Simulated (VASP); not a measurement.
Set up this calculation in VASP 6.6.1, as the native input.

* Task: single point
* Functional: r2SCAN
* Dispersion: rVV10
* Potentials or basis: VASP PAW PBE potentials, release 64 (Zr_sv, O)
* Cutoff: 660 eV
* k mesh: 9 × 9 × 9
* Occupations: gaussian, width 0.01 eV
* Spin: no spin polarisation
* Dipole correction: no
* Further INCAR settings: ALGO = Normal; EDIFF = 1e-06; NBANDS = 19

The system is ZrO2.

```xyz
3
Lattice="0.0000 2.5451 2.5451 2.5451 0.0000 2.5451 2.5451 2.5451 0.0000" Properties=species:S:1:pos:R:3 pbc="T T T"
Zr    0.0000    0.0000    0.0000
O     3.8176    3.8176    3.8176
O     1.2725    1.2725    1.2725
```

The input as run:

POSCAR

```
ZrO2
1.0
    0.0000000000      2.5450727050      2.5450727050
    2.5450727050      0.0000000000      2.5450727050
    2.5450727050      2.5450727050      0.0000000000
Zr O
1 2
Direct
    0.0000000000      0.0000000000      0.0000000000
    0.7500000000      0.7500000000      0.7500000000
    0.2500000000      0.2500000000      0.2500000000
```

INCAR.step1

```
SYSTEM = ZrO2
PREC = Accurate
ENCUT = 660
ISMEAR = 0
SIGMA = 0.01
LREAL = .False.
LASPH = .True.
NELM = 120
NBANDS = 19
GGA = PE
ALGO = Normal
EDIFF = 1E-5
LWAVE = .True.
LCHARG = .False.
GGA_COMPAT = .False.
```

INCAR.step2

```
SYSTEM = ZrO2
PREC = Accurate
ENCUT = 660
EDIFF = 1E-6
ISMEAR = 0
SIGMA = 0.01
LREAL = .False.
LASPH = .True.
NELM = 120
ALGO = Normal
ISIF = 2
LWAVE = .False.
LCHARG = .True.
METAGGA = R2SCAN
LMIXTAU = .True.
LUSE_VDW = .True.
IVDW_NL = 2
BPARAM = 11.95
CPARAM = 0.0093
LELF = .True.
LVHAR = .True.
NBANDS = 19
ISTART = 1
GGA_COMPAT = .False.
```

KPOINTS

```
Automatic mesh
0
Gamma
  9 9 9
  0 0 0
```

Potentials or basis: VASP PAW PBE potentials, release 64 (Zr_sv, O).

Command:

```bash
$ cat potpaw_PBE.64/Zr_sv/POTCAR potpaw_PBE.64/O/POTCAR > POTCAR
$ cp INCAR.step1 INCAR
$ mpirun -np 1 vasp_std > vasp.out
$ cp INCAR.step2 INCAR
$ mpirun -np 1 vasp_std > vasp.out
```

Results of the run:

| Property | Result |
| --- | --- |
| Pressure | -1.6 GPa |
| Band gap on the k mesh | 3.91 eV (least direct gap 4.40 eV) |

Caveat: the PAW data sets were made with another functional, which shifts forces and pressure a little; an odd mesh through Γ misses points on the zone boundary, where band edges can lie.

Run time: 3.7 min on 1 thread of Intel Xeon 8259CL, with other jobs on the host, peak memory 0.3 GiB.
